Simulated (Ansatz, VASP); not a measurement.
# Ge3As2: VASP beside Ansatz

```
Ge As
1.0
     3.88799    0.00000    0.00000
    -1.94399    3.36709    0.00000
     0.00000    0.00000   17.78570
Ge As
6 4
Direct
  0.00000 0.00000 0.00000
  0.00000 0.00000 0.32508
  0.00000 0.00000 0.67492
  0.00000 0.00000 0.17492
  0.00000 0.00000 0.50000
  0.00000 0.00000 0.82508
  0.33333 0.66667 0.10080
  0.33333 0.66667 0.39920
  0.66667 0.33333 0.60080
  0.66667 0.33333 0.89920
```

Change from the starting cell: ordered vacancies on the anion sites of nickel arsenide (P6_3/mmc, No. 194).

Alike in both runs: functional PBE; k mesh 6 × 6 × 1; occupations gaussian, width 0.1 eV; no spin polarisation.

Ansatz relaxed the structure, and its values are those at the end. VASP's run is a single point on that final structure, the one shown.

|  | VASP | Ansatz |
| --- | --- | --- |
| version | VASP 6.6.1 | Ansatz 0.2.0 |
| potentials or method | VASP PAW PBE potentials, release 64 (Ge_d, As), cutoff 520 eV | scalar-relativistic, plane waves, PAW |
| valence electrons in the cell | 104 | 144 |

Ansatz gave:

```
gap on the k mesh at the Fermi level (eV) : none
pressure (GPa)                            : 0.3
rms of the force components (eV/Å)        : 0.001
```

Problem. What did VASP give for the same quantities?

Solution. gap on the k mesh at the Fermi level (eV): none; pressure (GPa): 0.4; rms of the force components (eV/Å): 0.006.

A gap of «none» marks a metal or a gap that the smearing closes. VASP's potentials hold 104 valence electrons a cell and Ansatz's 144, so a difference there can come from the potentials and not from the codes.
